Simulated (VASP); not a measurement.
Runs of VASP 6.6.1 on CdGeAs2. The structure is that of space group I-42d (No. 122), or close to it. The cells are those of the table. 

```tsv
cell	k mesh	gap on the mesh (eV)	pressure (GPa)	largest force (eV/Å)
a = 7.114 Å, angles 130.0, 130.0, 73.5°, 8 atoms	6 × 6 × 6	0.19	-1.6	0.15
a = 7.159 Å, angles 130.6, 130.6, 72.4°, 8 atoms	5 × 5 × 5	(a)	-1.6	0.01
a = 7.068 Å, angles 130.0, 130.0, 73.5°, 8 atoms	6 × 6 × 6	0.19	(c)	0.17
a = 7.113 Å, angles 130.3, 130.3, 72.9°, 8 atoms	5 × 5 × 5	0.18	-1.1	0.01
a = 7.206 Å, angles 130.0, 130.0, 73.5°, 8 atoms	6 × 6 × 6	0.17	-3.5	0.11
a = 7.161 Å, angles 130.0, 130.0, 73.5°, 8 atoms	6 × 6 × 6	0.18	(b)	0.13
```

Alike in all rows: task single point; level PBEsol; potentials or basis VASP PAW PBE potentials, release 64 (Cd, As, Ge_d); no spin polarisation; cutoff (eV) 520; smearing fermi-dirac 0.05 eV.

Problem. Fill in the values left out.

Solution. (a) 0.14; (b) -2.6; (c) -0.5.

Caveats: the PAW data sets were made with another functional, which shifts forces and pressure a little.

A k mesh can miss the band edges, and the runs leave out spin-orbit coupling on As, Cd, Ge.
